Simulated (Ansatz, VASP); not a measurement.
**HfSiO4: VASP beside Ansatz**

INCAR

```
PREC = Accurate
ENCUT = 600
EDIFF = 1E-6
ISMEAR = 0
SIGMA = 0.1
LREAL = False
LASPH = True
NELM = 80
ALGO = Normal
ISIF = 3
LWAVE = False
LCHARG = False
GGA = PE
IBRION = 2
NSW = 90
EDIFFG = -0.04
```

Contents of KPOINTS:

```
Automatic mesh
0
Gamma
  6 6 4
```

POSCAR

```
HfSiO4
1.0
    4.2434415600      0.0000000000      0.0000000000
   -2.1217207800      3.6749281900      0.0000000000
    0.0000000000      0.0000000000      4.9304656300
Hf Si O
1 1 4
Direct
    0.3333333300      0.6666666700      0.0000000000
    0.6666666700      0.3333333300      0.5000000000
    0.4822136100      0.5177863900      0.5000000000
    0.4822136100      0.9644272300      0.5000000000
    0.0355727700      0.5177863900      0.5000000000
    0.6666666700      0.3333333300      0.0000000000
```

Input for Ansatz:

```yaml
crystal:
  lattice:
    - [4.24344156, 0.0, 0.0]
    - [-2.12172078, 3.67492819, 0.0]
    - [0.0, 0.0, 4.93046563]
  atoms:
    - { symbol: Hf, position: [0.33333333, 0.66666667, 0.0] }
    - { symbol: Si, position: [0.66666667, 0.33333333, 0.5] }
    - { symbol: O, position: [0.48221361, 0.51778639, 0.5] }
    - { symbol: O, position: [0.48221361, 0.96442723, 0.5] }
    - { symbol: O, position: [0.03557277, 0.51778639, 0.5] }
    - { symbol: O, position: [0.66666667, 0.33333333, 0.0] }
basis:
  ecutwfc: 420
kpoints:
  mp_grid: { grid: [6, 6, 4] }
hamiltonian:
  xc: pbe
scf:
  occupations: { method: gaussian, width: 0.1 }
  lower_state_search: "off"
output:
  forces: true
  stress: true
  eigenvalues: true
relax:
  adjacent_minimum: "off"
  f_tol: 0.04
  max_steps: 70
  cell: { stress_tol: 0.4 }
```

Alike in both runs: task relaxation of cell and atoms; functional PBE; k mesh 6 × 6 × 4; occupations gaussian, width 0.1 eV; no spin polarisation.

|  | VASP | Ansatz |
| --- | --- | --- |
| version | VASP 6.6.1 | Ansatz 0.2.0 |
| potentials or method | VASP PAW PBE potentials, release 64 (Hf_pv, Si, O), cutoff 600 eV | scalar-relativistic, plane waves, PAW |
| valence electrons in the cell | 38 | 54 |

```tsv
	VASP	Ansatz	Ansatz less VASP
gap on the k mesh at the Fermi level, each at its own relaxed structure (eV)	2.22	2.35	+0.133
relaxed volume (Å³/atom)	13.88	14.45	+0.571
relaxed cell length with the largest relative difference (Å)	5.465	5.596	+0.1311
```

VASP's potentials hold 38 valence electrons a cell and Ansatz's 54, so a difference there can come from the potentials and not from the codes.

Neither program's run includes spin-orbit coupling.
